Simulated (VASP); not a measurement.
# Cl (P6_3/mmc) in VASP: single point with PBE

Aim: the single point of Cl with PBE.

Everything below comes from runs of VASP 6.6.1. Logs are shortened: lines on timing, memory, paths and dates and some standing lists are left out, and cuts for length are marked.

### Step 1. The cell of the first run

It takes space group P6_3/mmc (No. 194, hexagonal). The conventional cell has a = 3.812 Å, b = 3.812 Å, c = 9.563 Å, α = 90.00°, β = 90.00°, γ = 120.00°. Within 5.0 Å of Cl (site symmetry -6m2) lie 6 Cl at 3.81 Å.

### Step 2. Single point, PBE

INCAR

```
SYSTEM = Cl
ALGO     = Normal         ! electronic algorithm
EDIFF    = 1E-6           ! SCF threshold, eV
ENCUT    = 500            ! plane-wave cutoff, eV
GGA      = PE             ! functional
GGA_COMPAT= .False.      
ISIF     = 2              ! what is computed and relaxed
ISMEAR   = 0              ! smearing method
LASPH    = .True.         ! aspherical terms in the spheres
LCHARG   = .False.        ! write CHGCAR
LREAL    = .False.        ! projectors in reciprocal space
LWAVE    = .False.        ! write WAVECAR
NBANDS   = 14             ! bands
NELM     = 120            ! most SCF steps
PREC     = Accurate       ! precision mode
SIGMA    = 0.1            ! smearing width, eV
```

KPOINTS

```
k-points
0
Gamma
  7 7 3
  0 0 0
```

POSCAR

```
Cl
1.0
    3.8117740000      0.0000000000      0.0000000000
   -1.9058870000      3.3010930000      0.0000000000
    0.0000000000      0.0000000000      9.5625610000
Cl
2
Direct
    0.3333333333      0.6666666667      0.8387190000
    0.6666666667      0.3333333333      0.3387190000
```

Potentials or basis: VASP PAW PBE potentials, release 64 (Cl).

On the command line:

```
$ cat potpaw_PBE.64/Cl/POTCAR > POTCAR
$ mpirun -np 1 vasp_std > vasp.out
```

OUTCAR:

```text
SYSTEM = Cl
   EDIFF = 1E-6
   ENCUT = 500
   GGA = PE
   ISIF = 2
   ISMEAR = 0
   LASPH = .True.
   LREAL = .False.
   NELM = 120
   PREC = Accurate

 ion  position               nearest neighbor table
   1  0.333  0.667  0.839-
   2  0.667  0.333  0.339-

  LATTYP: Found a hexagonal cell.
 ALAT       =     3.8117740000
 C/A-ratio  =     2.5086904418

  Lattice vectors:

 A1 = (   3.8117740000,   0.0000000000,   0.0000000000)
 A2 = (  -1.9058870000,   3.3010930000,   0.0000000000)
 A3 = (   0.0000000000,   0.0000000000,   9.5625610000)

Analysis of symmetry for initial positions (statically):
=====================================================================
 Subroutine PRICEL returns:
 Original cell was already a primitive cell.

 Routine SETGRP: Setting up the symmetry group for a
 hexagonal supercell.

 Subroutine GETGRP returns: Found 24 space group operations
 (whereof  6 operations were pure point group operations)
 out of a pool of 24 trial point group operations.

The static configuration has the point symmetry C_3v.
 The point group associated with its full space group is D_6h.

Analysis of symmetry for dynamics (positions and initial velocities):
=====================================================================
 Subroutine PRICEL returns:
 Original cell was already a primitive cell.

 Routine SETGRP: Setting up the symmetry group for a
 hexagonal supercell.

 Subroutine GETGRP returns: Found 24 space group operations
 (whereof  6 operations were pure point group operations)
 out of a pool of 24 trial point group operations.

The dynamic configuration has the point symmetry C_3v.
 The point group associated with its full space group is D_6h.

 Subroutine INISYM returns: Found 24 space group operations
 (whereof  6 operations are pure point group operations),
 and found     1 'primitive' translations

----------------------------------------------------------------------------------------

                                     Primitive cell

  volume of cell :     120.3259

  direct lattice vectors                    reciprocal lattice vectors
     3.811774000  0.000000000  0.000000000     0.262345039  0.151464984  0.000000000
    -1.905887000  3.301093000  0.000000000     0.000000000  0.302929969  0.000000000
     0.000000000  0.000000000  9.562561000     0.000000000  0.000000000  0.104574496

  length of vectors
     3.811774000  3.811773898  9.562561000     0.302929961  0.302929969  0.104574496

  position of ions in fractional coordinates (direct lattice)
     0.333333333  0.666666667  0.838719000
     0.666666667  0.333333333  0.338719000

  ion indices of the primitive-cell ions
   primitive index   ion index
                 1           1
                 2           2

----------------------------------------------------------------------------------------

 KPOINTS: k-points

Automatic generation of k-mesh.
 Grid dimensions read from file:
 generate k-points for:    7    7    3

 Generating k-lattice:

  Cartesian coordinates                     Fractional coordinates (reciprocal lattice)
     0.037477863  0.021637855  0.000000000     0.142857143  0.000000000  0.000000000
     0.000000000  0.043275710  0.000000000     0.000000000  0.142857143  0.000000000
     0.000000000  0.000000000  0.034858165     0.000000000  0.000000000  0.333333333

  Length of vectors
     0.043275709  0.043275710  0.034858165

  Shift w.r.t. Gamma in fractional coordinates (k-lattice)
     0.000000000  0.000000000  0.000000000

 Subroutine IBZKPT returns following result:
 ===========================================

 Found     16 irreducible k-points:

 Following reciprocal coordinates:
            Coordinates               Weight
  0.000000  0.000000  0.000000      1.000000
  0.142857  0.000000  0.000000      6.000000
  0.285714  0.000000  0.000000      6.000000
  0.428571  0.000000  0.000000      6.000000
  0.142857  0.142857  0.000000      6.000000
  0.285714  0.142857  0.000000     12.000000
[... 8 lines left out ...]
  0.428571  0.142857  0.333333     12.000000
  0.285714  0.285714  0.333333     12.000000
   k-points           NKPTS =     16   k-points in BZ     NKDIM =     16   number of bands    NBANDS=     14
   number of dos      NEDOS =    301   number of ions     NIONS =      2
   total plane-waves  NPLWV =  54880
   dimension x,y,z NGX =    28 NGY =   28 NGZ =   70
   dimension x,y,z NGXF=    56 NGYF=   56 NGZF=  140
   ions per type =               2
   NGX,Y,Z   is equivalent  to a cutoff of  12.21, 12.21, 12.17 a.u.
   NGXF,Y,Z  is equivalent  to a cutoff of  24.42, 24.42, 24.34 a.u.
 SYSTEM =  Cl
   PREC   = accura    normal or accurate (medium, high low for compatibility)
   ISTART =      0    job   : 0-new  1-cont  2-samecut
   ICHARG =      2    charge: 1-file 2-atom 10-const
   ISPIN  =      1    spin polarized calculation?
   LNONCOLLINEAR =      F non collinear calculations
   LSORBIT =      F    spin-orbit coupling
   LASPH  =      T    aspherical Exc in radial PAW
   ENCUT  =  500.0 eV  36.75 Ry    6.06 a.u.   6.95  6.95 17.43*2*pi/ulx,y,z
   NELM   =    120;   NELMIN=  2; NELMDL= -5     # of ELM steps
   EDIFF  = 0.1E-05   stopping-criterion for ELM
   LREAL  =      F    real-space projection
   EDIFFG = 0.1E-04   stopping-criterion for IOM
   NSW    =      0    number of steps for IOM
   IBRION =     -1    ionic relax: 0-MD 1-quasi-New 2-CG
   NFREE  =      0    steps in history (QN), initial steepest desc. (CG)
   ISIF   =      2    stress and relaxation
   ISYM   =      2    0-nonsym 1-usesym 2-fastsym
   POTIM  = 0.5000    time-step for ionic-motion
   TEBEG  =    0.0;   TEEND  =   0.0 temperature during run
   PSTRESS=    0.0 pullay stress
   NELECT =      14.0000    total number of electrons
   NUPDOWN=      -1.0000    fix difference up-down
   EMIN   =  10.00;   EMAX   =-10.00  energy-range for DOS
   EFERMI =   0.00;   METHOD = LEGACY
   ISMEAR =     0;   SIGMA  =   0.10  broadening in eV -4-tet -1-fermi 0-gaus
   EFERMI_NEDOS =   21; number of points for ismear=-14 and -15
   IALGO  =     38    algorithm
   IMIX   =      4    mixing-type and parameters
     AMIX     =   0.40;   BMIX     =  1.00
     AMIX_MAG =   1.60;   BMIX_MAG =  1.00
  volume/ion in A,a.u.               =      60.16       406.00
  Fermi-wavevector in a.u.,A,eV,Ry     =   0.799217  1.510300  8.690682  0.638747
  Thomas-Fermi vector in A             =   1.906278
   LORBIT       =      0    0 simple, 1 ext, 2 COOP (PROOUT), +10 PAW based schemes
   GGA     = PE    functional components
   LHFCALC =     F    Hartree Fock is set to
   AEXX    =    0.0000 exact exchange contribution
   IVDW    =     0    specifies the selected vdW correction
   LEPSILON=     F    determine dielectric tensor
   LRPA    =     F    only Hartree local field effects (RPA)
 non-spin polarized calculation
 Gauss-broadening in eV      SIGMA  =   0.10
  energy-cutoff  :      500.00
  volume of cell :      120.33
 maximum number of plane-waves:      3071
 NGX is ok and might be reduce to    28
   NGX = 13   NGY = 13   NGZ = 35

 number of electron      13.9999996 magnetization

 Free energy of the ion-electron system (eV)
  ---------------------------------------------------
  ext. energy  EPLUGINS =         0.00000000
  ---------------------------------------------------
  free energy    TOTEN  =        -0.89771331 eV

  energy without entropy =       -0.81842047  energy(sigma->0) =       -0.85806689

 E-fermi :  -5.3001     XC(G=0):  -5.2588

 val. band max:       -5.3269511203   @ k =   0.4286   0.0000   0.0000
 cond. band min:      -5.2550293649   @ k =   0.1429   0.1429   0.0000
 fundamental gap:      0.0719217553
 Fermi energy:        -5.3000885265

 k-point     1 :       0.0000    0.0000    0.0000
  band No.  band energies     occupation
      1     -17.8989      2.00000
      2     -17.8897      2.00000
      3      -5.8132      2.00000
      4      -5.5790      1.99992
      5      -5.0641      0.00085
      6      -5.0641      0.00085
      7      -5.0595      0.00067
      8      -5.0595      0.00067
      9       1.7101      0.00000
     10       3.8280      0.00000
     11       3.8463      0.00000
     12       5.8491      0.00000
     13       8.6787      0.00000
     14       8.6871      0.00000

 k-point     2 :       0.1429    0.0000    0.0000
  band No.  band energies     occupation
      1     -17.8602      2.00000
      2     -17.8518      2.00000
      3      -5.7466      2.00000
      4      -5.5346      1.99909
      5      -5.3503      1.52250
      6      -5.3446      1.47130
      7      -5.1213      0.01144
      8      -5.1145      0.00867
      9       2.1096      0.00000
     10       3.9216      0.00000
     11       4.3686      0.00000
     12       6.2597      0.00000
     13       7.8777      0.00000
     14       8.0525      0.00000

 k-point     3 :       0.2857    0.0000    0.0000
  band No.  band energies     occupation
      1     -17.7709      2.00000
      2     -17.7647      2.00000
      3      -5.9263      2.00000
      4      -5.9116      2.00000
      5      -5.5873      1.99995
      6      -5.4356      1.94460
      7      -5.2445      0.43196
      8      -5.2344      0.35306
      9       3.0861      0.00000
     10       4.1498      0.00000
     11       5.3387      0.00000
     12       6.5432      0.00000
     13       6.8010      0.00000
     14       7.0373      0.00000
[... 188 lines left out ...]
 k-point    15 :       0.4286    0.1429    0.3333
  band No.  band energies     occupation
      1     -17.6748      2.00000
      2     -17.6737      2.00000
      3      -6.3124      2.00000
      4      -6.3033      2.00000
      5      -5.5311      1.99891
      6      -5.5246      1.99850
      7      -5.3833      1.76084
      8      -5.3593      1.59740
      9       4.6613      0.00000
     10       4.8999      0.00000
     11       5.5214      0.00000
     12       6.0312      0.00000
     13       6.2689      0.00000
     14       6.6141      0.00000

 k-point    16 :       0.2857    0.2857    0.3333
  band No.  band energies     occupation
      1     -17.6657      2.00000
      2     -17.6648      2.00000
      3      -6.1418      2.00000
      4      -6.1344      2.00000
      5      -5.8008      2.00000
      6      -5.7947      2.00000
      7      -5.3679      1.66248
      8      -5.3490      1.51084
      9       5.0356      0.00000
     10       5.1055      0.00000
     11       6.1944      0.00000
     12       6.2934      0.00000
     13       6.4714      0.00000
     14       6.5035      0.00000

------------------------ aborting loop because EDIFF is reached ----------------------------------------

  FORCE on cell =-STRESS in cart. coord.  units (eV):
  Direction    XX          YY          ZZ          XY          YZ          ZX
  --------------------------------------------------------------------------------------
  -------------------------------------------------------------------------------------
  Total       -2.0869538     -2.0869536     -0.0933240      0.0000000      0.0000000      0.0000000
  in kB      -27.7884478    -27.7884459     -1.2426389      0.0000000      0.0000000      0.0000000
  external PRESSURE =     -18.9398442 kB  Pullay stress =       0.0000000 kB

 VOLUME and BASIS-vectors are now :
 -----------------------------------------------------------------------------
  energy-cutoff  :      500.00
  volume of cell :      120.33
      direct lattice vectors                 reciprocal lattice vectors
     3.811774000  0.000000000  0.000000000     0.262345039  0.151464984  0.000000000
    -1.905887000  3.301093000  0.000000000     0.000000000  0.302929969  0.000000000
     0.000000000  0.000000000  9.562561000     0.000000000  0.000000000  0.104574496

 POSITION                                       TOTAL-FORCE (eV/Angst)
 -----------------------------------------------------------------------------------
     -0.00000      2.20073      8.02030        -0.000000      0.000000     -0.000000
      1.90589      1.10036      3.23902         0.000000     -0.000000      0.000000
 -----------------------------------------------------------------------------------
    total drift:                               -0.000000      0.000000      0.000014

  FREE ENERGIE OF THE ION-ELECTRON SYSTEM (eV)
  ---------------------------------------------------
  free  energy   TOTEN  =        -0.8977133062 eV

  energy  without entropy=       -0.8184204680  energy(sigma->0) =       -0.85806689
```

Run time: 37 s. Hardware: 1 thread of Intel Xeon 8259CL, shared host; peak memory 0.18 GiB.

Results:

```yaml
Free_energy: -0.8977 eV
Pressure: -1.9 GPa
Band_gap_on_the_k_mesh: zero (bands 7 and 8 overlap by 0.34 eV)
```

Stress tensor (GPa, compression positive):
```
-2.78  0.00  0.00
 0.00 -2.78  0.00
 0.00  0.00 -0.12
```

Caveat: the nearest neighbours stand farther apart than a usual bond; this functional lacks dispersion, which binds layers or chains, so the pressure and a relaxed spacing across them are unreliable.

The gap in the log of VASP goes by the Fermi energy; the results here count the filled bands.